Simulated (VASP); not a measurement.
# NaS3: relaxation of cell and atoms with PBE

Crystal: NaS3.

```
Na S
1.0
     0.00000    3.44162    3.44162
     3.44162    0.00000    3.44162
     3.44162    3.44162    0.00000
Na S
1 3
Direct
  0.00000 0.00000 0.00000
  0.50000 0.50000 0.50000
  0.25000 0.25000 0.25000
  0.75000 0.75000 0.75000
```

```
Program                : VASP 6.6.1
Task                   : relaxation of cell and atoms
Functional             : PBE
Potentials or basis    : VASP PAW PBE potentials, release 64 (Na_pv, S)
Cutoff                 : 600 eV
k mesh                 : 4 × 4 × 4
Occupations            : gaussian, width 0.1 eV
Spin                   : no spin polarisation
Dipole correction      : no
Further INCAR settings : ALGO = Normal; EDIFF = 1e-07; IBRION = 2; EDIFFG = -0.04; NSW = 90; ISIF = 3
```

```
Relaxed volume                         : 18.29 Å³/atom
Relaxed cell                           : a = 4.695 Å, b = 4.695 Å, c = 4.695 Å, α = 60.00°, β = 60.00°, γ = 60.00°
Space group after relaxing (to 0.05 Å) : Fm-3m (No. 225)
Energy gained by relaxing              : 31.8 meV/atom
Ionic steps                            : 3
Pressure after relaxing                : -0.1 GPa
```

The path:
```tsv
step	energy change (eV)	largest force (eV/Å)	pressure (GPa)	volume (Å³)
1	0.0000	0.0000	-4.35	81.53
2	-0.1181	0.0000	-1.36	75.18
3	-0.1273	0.0000	-0.09	73.18
```

Final structure:
```
CELL_PARAMETERS angstrom
0.00000 3.31984 3.31984
3.31984 0.00000 3.31984
3.31984 3.31984 0.00000
ATOMIC_POSITIONS crystal
Na 0.00000 0.00000 0.00000
S 0.50000 0.50000 0.50000
S 0.25000 0.25000 0.25000
S 0.75000 0.75000 0.75000
```

Levels at points of the mesh, in eV from the Fermi level:
| k point | band 9 | band 10 | band 11 | band 12 | band 13 | band 14 | band 15 | band 16 |
| --- | --- | --- | --- | --- | --- | --- | --- | --- |
| (0.00, 0.00, 0.00) | -3.35 | -3.11 | -3.11 | -3.11 | 0.17 | 0.17 | 0.17 | 5.41 |
| (0.50, 0.00, 0.00) | -3.76 | -2.34 | -2.34 | -1.18 | 0.53 | 0.53 | 0.56 | 7.00 |
| (0.50, 0.50, 0.00) | -3.45 | -1.56 | -0.38 | -0.38 | 0.22 | 0.70 | 0.70 | 5.23 |

Run time: 32 s on 1 thread of AMD EPYC 7R43 64-Core Processor (Zen 3) (shared host), peak memory 0.2 GiB.

Caveat: the k points lie up to 0.41 Å⁻¹ apart in the final cell.
